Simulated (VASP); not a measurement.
Write the native input for VASP 6.6.1 that does the following.

- Task: single point
- Functional: PBE
- Potentials or basis: VASP PAW PBE potentials, release 64 (Au)
- Cutoff: 520 eV
- k mesh: 18 × 18 × 4
- Occupations: gaussian, width 0.15 eV
- Spin: no spin polarisation
- Dipole correction: no
- Further INCAR settings: ALGO = Fast; EDIFF = 1e-07; NBANDS = 42

The structure of Au lies in POSCAR:

```
Au
1.0
    2.0455000000     -2.0455000000      0.0000000000
    2.0455000000      0.0000000000     -2.0455000000
    8.0953974596      8.0953974596      8.0953974596
Au
6
Direct
    0.6666666667      0.6666666667      0.0842079676
    0.0000000000      0.0000000000      0.9264560928
    0.3333333333      0.3333333333      0.2526575926
    0.6666666667      0.6666666667      0.5895568427
    0.0000000000      0.0000000000      0.4211072177
    0.3333333333      0.3333333333      0.7580064677
```

This cell differs from its parent crystal: the distance across one plane changed.

The input as run:

INCAR

```
PREC     = Accurate       # precision mode
ENCUT    = 520            # plane-wave cutoff, eV
EDIFF    = 1E-7           # SCF threshold, eV
ISMEAR   = 0              # smearing method
SIGMA    = 0.15           # smearing width, eV
LREAL    = F              # projectors in reciprocal space
LASPH    = T              # aspherical terms in the spheres
NELM     = 100            # most SCF steps
ALGO     = Fast           # electronic algorithm
ISIF     = 2              # what is computed and relaxed
LWAVE    = F              # write WAVECAR
LCHARG   = F              # write CHGCAR
GGA      = PE             # functional
NBANDS   = 42             # bands
```

KPOINTS

```
regular mesh
0
Gamma
  18 18 4
```

Potentials or basis: VASP PAW PBE potentials, release 64 (Au).

Command:

```bash
$ cat potpaw_PBE.64/Au/POTCAR > POTCAR
$ mpirun -np 1 vasp_std > vasp.out
```

Results of the run:

```
Pressure               : 10.0 GPa
Largest force          : 0.889 eV/Å
Band gap on the k mesh : zero (bands 33 and 34 overlap by 4.93 eV)
```

Caveat: the cell differs from its parent crystal (the distance across one plane changed); the cell stands under pressure; spin-orbit coupling is left out, which moves the levels of the heavy elements.

Wall time 6.6 min on 1 thread of AMD EPYC 9R45 96-Core Processor (Zen 5), with other jobs on the host, peak memory 0.5 GiB.
